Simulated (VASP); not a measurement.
Set up this calculation in VASP 6.6.1, as the native input.

```
Task                   : single point
Functional             : r2SCAN
Potentials or basis    : VASP PAW PBE potentials, release 64 (Al, Ru_pv)
Cutoff                 : 520 eV
k mesh                 : 10 × 10 × 10, shifted
Occupations            : gaussian, width 0.1 eV
Spin                   : no spin polarisation
Dipole correction      : no
Further INCAR settings : ALGO = Normal; EDIFF = 1e-07; NBANDS = 26
```

Crystal: Al3Ru2.

```xyz
5
Lattice="-1.5389 1.5389 7.1431 1.5389 -1.5389 7.1431 1.5389 1.5389 -7.1431" Properties=species:S:1:pos:R:3 pbc="T T T"
Al    0.0000    0.0000    0.0000
Al    0.0000    0.0000   11.5173
Al    0.0000    0.0000    2.7689
Ru    0.0000    0.0000    8.6556
Ru    0.0000    0.0000    5.6306
```

These files were run (other wordings do the same):

POSCAR

```
Al3Ru2
1.0
   -1.5389008750      1.5389008750      7.1431020300
    1.5389008750     -1.5389008750      7.1431020300
    1.5389008750      1.5389008750     -7.1431020300
Al Ru
3 2
Direct
    0.0000000000      0.0000000000      0.0000000000
    0.8061846200      0.8061846200      0.0000000000
    0.1938153800      0.1938153800      0.0000000000
    0.6058685700      0.6058685700      0.0000000000
    0.3941314300      0.3941314300      0.0000000000
```

INCAR.step1

```
  ALGO = Normal
  EDIFF = 1E-4
  ENCUT = 520
  GGA = PE
  ISMEAR = 0
  LASPH = True
  LCHARG = False
  LREAL = False
  LWAVE = True
  NBANDS = 26
  NELM = 60
  PREC = Accurate
  SIGMA = 0.1
```

INCAR.step2

```
  ALGO = Normal
  EDIFF = 1E-7
  ENCUT = 520
  ISIF = 2
  ISMEAR = 0
  ISTART = 1
  LASPH = True
  LCHARG = False
  LMIXTAU = True
  LREAL = False
  LWAVE = False
  METAGGA = R2SCAN
  NBANDS = 26
  NELM = 60
  PREC = Accurate
  SIGMA = 0.1
```

KPOINTS

```
Automatic mesh
0
Gamma
  10 10 10
  0.5 0.5 0.5
```

Potentials or basis: VASP PAW PBE potentials, release 64 (Al, Ru_pv).

Command:

```bash
$ cat potpaw_PBE.64/Al/POTCAR potpaw_PBE.64/Ru_pv/POTCAR > POTCAR
$ cp INCAR.step1 INCAR
$ mpirun -np 1 vasp_std > vasp.out
$ cp INCAR.step2 INCAR
$ mpirun -np 1 vasp_std > vasp.out
```

It gave:

* Pressure: -0.1 GPa
* Largest force: 0.030 eV/Å
* Band gap on the k mesh: zero (an odd number of electrons rules out a gap without spin polarisation)

Caveat: the PAW data sets were made with another functional, which shifts forces and pressure a little.

Wall time 79 min on 1 thread of Oxide Virtual Turin-like Processor (shared host), peak memory 0.53 GiB.
